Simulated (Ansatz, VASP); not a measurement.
**SrCl2: VASP beside Ansatz**

File INCAR:

```
PREC = Accurate
ENCUT = 520
EDIFF = 1E-7
ISMEAR = 0
SIGMA = 0.05
LREAL = False
LASPH = True
NELM = 100
ALGO = Normal
ISIF = 2
LWAVE = False
LCHARG = False
GGA = PE
NBANDS = 19
```

Contents of KPOINTS:

```
regular mesh
0
Gamma
  6 6 6
```

POSCAR

```
SrCl2
1.0
    0.0000000000      3.5380783867      3.4818229403
    3.5380783867      0.0000000000      3.4818229403
    3.5380783867      3.5380783867      0.0000000000
Sr Cl
1 2
Direct
    0.0000000000      0.0000000000      0.0000000000
    0.2500000000      0.2500000000      0.2500000000
    0.7500000000      0.7500000000      0.7500000000
```

Input for Ansatz:

```yaml
crystal:
  lattice:
    - [0.0, 3.5380783867, 3.4818229403]
    - [3.5380783867, 0.0, 3.4818229403]
    - [3.5380783867, 3.5380783867, 0.0]
  atoms:
    - { symbol: Sr, position: [0.0, 0.0, 0.0] }
    - { symbol: Cl, position: [0.25, 0.25, 0.25] }
    - { symbol: Cl, position: [0.75, 0.75, 0.75] }
basis:
  ecutwfc: 420
kpoints:
  mp_grid: { grid: [6, 6, 6] }
hamiltonian:
  xc: pbe
scf:
  occupations: { method: gaussian, width: 0.05 }
output:
  forces: true
  stress: true
  eigenvalues: true
```

Alike in both runs: task single point; functional PBE; k mesh 6 × 6 × 6; occupations gaussian, width 0.05 eV; no spin polarisation.

|  | VASP | Ansatz |
| --- | --- | --- |
| version | VASP 6.6.1 | Ansatz 0.2.0 |
| potentials or method | VASP PAW PBE potentials, release 64 (Sr_sv, Cl), cutoff 520 eV | scalar-relativistic, plane waves, PAW |
| valence electrons in the cell | 24 | 24 |

```tsv
	VASP	Ansatz	Ansatz less VASP
gap on the k mesh at the Fermi level (eV)	5.17	5.17	+0.004
least direct gap on the mesh (eV)	5.45	5.45	+0.002
pressure (GPa)	0.1	0.0	-0.07
traceless stress, the component that is largest in VASP (GPa)	0.53	0.53	+0.003
```
